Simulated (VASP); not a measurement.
Crystal: CdS.

```
CELL_PARAMETERS angstrom
0.00000 2.75324 2.75324
2.75324 0.00000 2.75324
2.75324 2.75324 0.00000
ATOMIC_POSITIONS crystal
Cd 0.00000 0.00000 0.00000
S 0.50000 0.50000 0.50000
```

* Program: VASP 6.6.1
* Task: relaxation of cell and atoms
* Functional: RPBE
* Dispersion: D3(BJ)
* Potentials or basis: VASP PAW PBE potentials, release 64 (Cd_sv_GW, S)
* Cutoff: 540 eV
* k mesh: 8 × 8 × 8
* Occupations: fermi-dirac, width 0.05 eV
* Spin: no spin polarisation

At the start: pressure -14.8 GPa; volume 20.87 Å³/atom.

Question: How do energy, volume and symmetry change on relaxing?

Answer: Over 6 steps the energy falls by 188.2 meV/atom and the volume is 17.40 Å³/atom (-16.6 %); space group Fm-3m (No. 225, to 0.05 Å).

Step by step:
| step | energy change (eV) | largest force (eV/Å) | pressure (GPa) | volume (Å³) |
| --- | --- | --- | --- | --- |
| 1 | 0.0000 | 0.0000 | -14.75 | 41.74 |
| 2 | -0.2040 | 0.0000 | 16.79 | 31.17 |
| 3 | -0.3764 | 0.0000 | -0.21 | 34.86 |
| 4 | -0.3763 | 0.0000 | 0.23 | 34.73 |
| 5 | -0.3764 | 0.0000 | -0.17 | 34.85 |
| 6 | -0.3764 | 0.0000 | 0.00 | 34.80 |

Final structure:
```cif
data_structure
_symmetry_space_group_name_H-M 'P 1'
_symmetry_Int_Tables_number 1
_cell_length_a 3.6646
_cell_length_b 3.6646
_cell_length_c 3.6646
_cell_angle_alpha 60.000
_cell_angle_beta 60.000
_cell_angle_gamma 60.000
_cell_volume 34.80
loop_
_atom_site_label
_atom_site_type_symbol
_atom_site_fract_x
_atom_site_fract_y
_atom_site_fract_z
_atom_site_occupancy
Cd1 Cd 0.00000 0.00000 0.00000 1
S1 S 0.50000 0.50000 0.50000 1
```

Caveat: the volume moved by over 15 % at a fixed basis, so the end points are rough; the PAW data sets were made with another functional, which shifts forces and pressure a little.
